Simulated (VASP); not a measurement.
Wanted: the native input for a VASP 6.6.1 run.

```yaml
Task: single point
Functional: PBE
Potentials_or_basis: VASP PAW PBE potentials, release 64 (Na_pv, H)
Cutoff: 500 eV
k_mesh: 6 × 6 × 6
Occupations: gaussian, width 0.1 eV
Spin: no spin polarisation
Dipole_correction: no
Further_INCAR_settings: ALGO = Normal; EDIFF = 1e-06; NBANDS = 16
```

The structure of NaH lies in POSCAR:

```
NaH
1.0
    0.0000000000      2.4151018777      2.4151018777
    2.4151018777      2.4151018777      0.0000000000
   -2.4151018777      4.8302037554     -2.4151018777
Na H
2 2
Direct
    0.5000000000      0.5000000000      0.5000000000
    0.0000000000      0.0000000000      0.0000000000
    0.7500000000      0.7500000000      0.7500000000
    0.2500000000      0.2500000000      0.2500000000
```

The input as run:

INCAR

```
SYSTEM = NaH
PREC = Accurate
ENCUT = 500
EDIFF = 1E-6
ISMEAR = 0
SIGMA = 0.1
LREAL = .FALSE.
LASPH = .TRUE.
NELM = 120
ALGO = Normal
ISIF = 2
LWAVE = .FALSE.
LCHARG = .TRUE.
GGA = PE
LELF = .TRUE.
LVHAR = .TRUE.
NBANDS = 16
GGA_COMPAT = .FALSE.
```

KPOINTS

```
Automatic mesh
0
G
  6 6 6
  0 0 0
```

Potentials or basis: VASP PAW PBE potentials, release 64 (Na_pv, H).

The run is started by

```sh
$ cat potpaw_PBE.64/Na_pv/POTCAR potpaw_PBE.64/H/POTCAR > POTCAR
$ mpirun -np 1 vasp_std > vasp.out
```

It gave:

```json
{
  "Pressure": "0.0 GPa",
  "Band gap on the k mesh": "3.81 eV"
}
```

Run time: 44 s on 1 thread of Intel Xeon 8259CL, with other jobs on the host, peak memory 0.18 GiB.
